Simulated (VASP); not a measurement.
Input of a VASP 6.6.1 run:

The input INCAR:

```
SYSTEM = LiCl
ALGO     = Normal         ! electronic algorithm
EDIFF    = 1E-8           ! SCF threshold, eV
ENCUT    = 520            ! plane-wave cutoff, eV
ISIF     = 2              ! what is computed and relaxed
ISMEAR   = -1             ! smearing method
LASPH    = .True.         ! aspherical terms in the spheres
LCHARG   = .False.        ! write CHGCAR
LEFG     = .True.       
LREAL    = .False.        ! projectors in reciprocal space
LWAVE    = .False.        ! write WAVECAR
NBANDS   = 12             ! bands
NELM     = 60             ! most SCF steps
PREC     = Accurate       ! precision mode
SIGMA    = 0.03           ! smearing width, eV
```

The input KPOINTS:

```
k-points
0
Gamma
  9 9 9
  0 0 0
```

Contents of POSCAR:

```
LiCl
1.0
    0.0000000000      2.5647600000      2.5647600000
    2.5647600000      0.0000000000      2.5647600000
    2.5647600000      2.5647600000      0.0000000000
Li Cl
1 1
Direct
    0.0000000000      0.0000000000      0.0000000000
    0.5000000000      0.5000000000      0.5000000000
```

Potentials or basis: VASP PAW LDA potentials, release 64 (Li_sv, Cl).

Launch:

```sh
$ cat potpaw_LDA.64/Li_sv/POTCAR potpaw_LDA.64/Cl/POTCAR > POTCAR
$ mpirun -np 1 vasp_std > vasp.out
```

**Question.** Estimate the band gap on the k mesh.

**Answer.** 6.00 eV.

Caveat: an odd mesh through Γ misses points on the zone boundary, where band edges can lie.
